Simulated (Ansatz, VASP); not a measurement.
C: VASP beside Ansatz

```
C
1.0
     2.49732    0.00000    0.00000
     0.00000    3.53175    0.00000
     0.00000    0.00000   18.49730
C
6
Direct
  0.75000 0.09797 0.43956
  0.25000 0.90203 0.43956
  0.25000 0.60988 0.50000
  0.75000 0.39012 0.50000
  0.75000 0.09797 0.56044
  0.25000 0.90203 0.56044
```

Alike in both runs: task single point; functional LDA; k mesh 10 × 7 × 1; occupations fermi-dirac, width 0.02 eV; no spin polarisation.

|  | VASP | Ansatz |
| --- | --- | --- |
| version | VASP 6.6.1 | Ansatz 0.2.0 |
| potentials or method | VASP PAW LDA potentials, release 64 (C), cutoff 520 eV | all-electron PAW with datasets made for the slab, scalar-relativistic |

|  | VASP | Ansatz | Ansatz less VASP |
| --- | --- | --- | --- |
| rms of the force components (eV/Å) | 0.029 | 0.004 | -0.0250 |

LDA's correlation is that of Perdew and Zunger in VASP and of Perdew and Wang (1992) in Ansatz. Atom by atom the forces differ by 0.025 eV/Å (rms over components). Ansatz ran all-electron here, and VASP with PAW potentials.
